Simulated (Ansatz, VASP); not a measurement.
# One calculation of Ti, two programs

```
Ti
1.0
     2.88978    0.00000    0.00000
    -1.44489    2.50262    0.00000
     0.00000    0.00000    4.59034
Ti
2
Direct
  0.33333 0.66667 0.25000
  0.66667 0.33333 0.75000
```

Change from the starting cell: volume scaled by 0.94, PAW files.

Alike in both runs: task electric field gradients; functional PBEsol; k mesh 14 × 14 × 8; occupations fermi-dirac, width 0.05 eV; no spin polarisation.

|  | VASP | Ansatz |
| --- | --- | --- |
| version | VASP 6.6.1 | Ansatz 0.2.0 |
| potentials or method | VASP PAW PBE potentials, release 64 (Ti_sv) | PAW with Ansatz's default frozen-core files, scalar-relativistic |
| plane-wave cutoff (eV) | 520 | 420 |
| valence electrons in the cell | 24 | 24 |

Ansatz gave:

| Item | Value |
| --- | --- |
| pressure (GPa) | 0.9 |
| traceless stress, the component that is largest in VASP (GPa) | -0.29 |
| size of Vzz on the site where it differs most (V/Å²) | 21.3 |

Task: Which values does VASP return?

Result: Pressure (GPa): 0.6; traceless stress, the component that is largest in VASP (GPa): -0.29; size of Vzz on the site where it differs most (V/Å²): 19.4.

VASP's potentials were made for PBE, not for PBEsol. The functional is the same, so the differences come from potentials, cutoffs and numerics.
